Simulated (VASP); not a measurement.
A run of VASP 6.6.1:

Contents of INCAR:

```
SYSTEM = Mo
PREC     = Accurate       ! precision mode
ENCUT    = 500            ! plane-wave cutoff, eV
EDIFF    = 1E-6           ! SCF threshold, eV
ISMEAR   = 0              ! smearing method
SIGMA    = 0.1            ! smearing width, eV
LREAL    = .FALSE.        ! projectors in reciprocal space
LASPH    = .TRUE.         ! aspherical terms in the spheres
NELM     = 120            ! most SCF steps
ALGO     = Normal         ! electronic algorithm
ISIF     = 2              ! what is computed and relaxed
LWAVE    = .FALSE.        ! write WAVECAR
LCHARG   = .TRUE.         ! write CHGCAR
GGA      = CA             ! functional
LELF     = .TRUE.         ! ELF
LVHAR    = .TRUE.       
NBANDS   = 13             ! bands
GGA_COMPAT= .FALSE.
```

The input KPOINTS:

```
regular mesh
0
G
  8 8 8
  0 0 0
```

The input POSCAR:

```
Mo
1.0
   -1.5710000000      1.5710000000      1.5710000000
    1.5710000000     -1.5710000000      1.5710000000
    1.5710000000      1.5710000000     -1.5710000000
Mo
1
Direct
    0.0000000000      0.0000000000      0.0000000000
```

Potentials or basis: VASP PAW LDA potentials, release 64 (Mo_sv).

Run with:

```sh
$ cat potpaw_LDA.64/Mo_sv/POTCAR > POTCAR
$ mpirun -np 1 vasp_std > vasp.out
```

Hardware: 1 thread of Intel Xeon 8259CL, with other jobs on the host.

Task: Estimate the wall time of this run.

Result: Wall time 6.2 s on 1 thread of Intel Xeon 8259CL, on a shared host, peak memory 0.12 GiB. Counts: scf iterations 11, k points 29.
